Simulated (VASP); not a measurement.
Runs of VASP 6.6.1 on Al. The structure is that of space group R-3m (No. 166), or close to it. The cells are those of the table. 

```csv
cell,further INCAR settings,gap on the mesh (eV),pressure (GPa)
"a = 3.356 Å, angles 117.0°, 1 atom",ALGO = Fast; EDIFF = 1e-07; NBANDS = 8,none,95.4
"a = 2.564 Å, angles 95.9°, 1 atom",ALGO = Fast; EDIFF = 1e-06; NBANDS = 8,none,13.6
"a = 3.032 Å, angles 114.3°, 1 atom",ALGO = Fast; EDIFF = 1e-07; NBANDS = 8,none,19.5
"a = 2.614 Å, angles 101.6°, 1 atom",ALGO = Fast; EDIFF = 1e-07; NBANDS = 8,none,(b)
"a = 3.179 Å, angles 115.8°, 1 atom",ALGO = Fast; EDIFF = 1e-06; NBANDS = 8,none,(a)
"a = 2.892 Å, angles 112.1°, 1 atom",ALGO = Fast; EDIFF = 1e-06; NBANDS = 8,none,3.6
"a = 2.682 Å, angles 105.7°, 1 atom",ALGO = Fast; EDIFF = 1e-06; NBANDS = 8,none,3.2
```

Alike in all rows: task single point; level PBEsol; potentials or basis VASP PAW PBE potentials, release 64 (Al); no spin polarisation; k mesh 28 × 28 × 28; cutoff (eV) 520; smearing gaussian 0.15 eV.

Estimate the missing entries.

(a) 49.4; (b) 8.6.

Caveats: the cell stands under pressure; the PAW data sets were made with another functional, which shifts forces and pressure a little.

A gap of «none» marks levels without a gap at the run's occupations.
